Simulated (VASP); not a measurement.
**In: single point with LDA**

The system is In.

```
CELL_PARAMETERS angstrom
0.00000 2.56470 2.56470
2.56470 0.00000 2.56470
2.56470 2.56470 0.00000
ATOMIC_POSITIONS crystal
In 0.87500 0.87500 0.87500
In 0.12500 0.12500 0.12500
```

This isn't the form of In at room conditions, which is tetragonal.

```
Program                : VASP 6.6.1
Task                   : single point
Functional             : LDA
Potentials or basis    : VASP PAW LDA potentials, release 64 (In_d)
Cutoff                 : 520 eV
k mesh                 : 12 × 12 × 12
Occupations            : fermi-dirac, width 0.05 eV
Spin                   : no spin polarisation
Dipole correction      : no
Further INCAR settings : ALGO = Normal; EDIFF = 1e-06; NBANDS = 20
```

```json
{"Pressure": "127.9 GPa", "Band gap on the k mesh": "zero (bands 13 and 14 overlap by 9.19 eV)"}
```

Levels at points of the mesh, in eV from the Fermi level:
| k point | band 10 | band 11 | band 12 | band 13 | band 14 | band 15 | band 16 | band 17 |
| --- | --- | --- | --- | --- | --- | --- | --- | --- |
| (0.00, 0.00, 0.00) | -14.66 | -13.47 | 5.80 | 5.80 | 5.80 | 6.50 | 6.50 | 6.50 |
| (0.50, 0.00, 0.00) | -14.67 | -8.58 | -7.41 | 2.23 | 2.23 | 6.62 | 7.43 | 7.43 |
| (0.50, 0.50, 0.00) | -14.51 | -6.60 | -6.60 | -1.66 | -1.66 | 3.72 | 3.72 | 17.07 |

Run time: 71 s on 1 thread of Intel Xeon 8259CL, on a shared host, peak memory 0.17 GiB.

Caveat: the cell stands under pressure; spin-orbit coupling is left out, which moves the levels of the heavy elements.
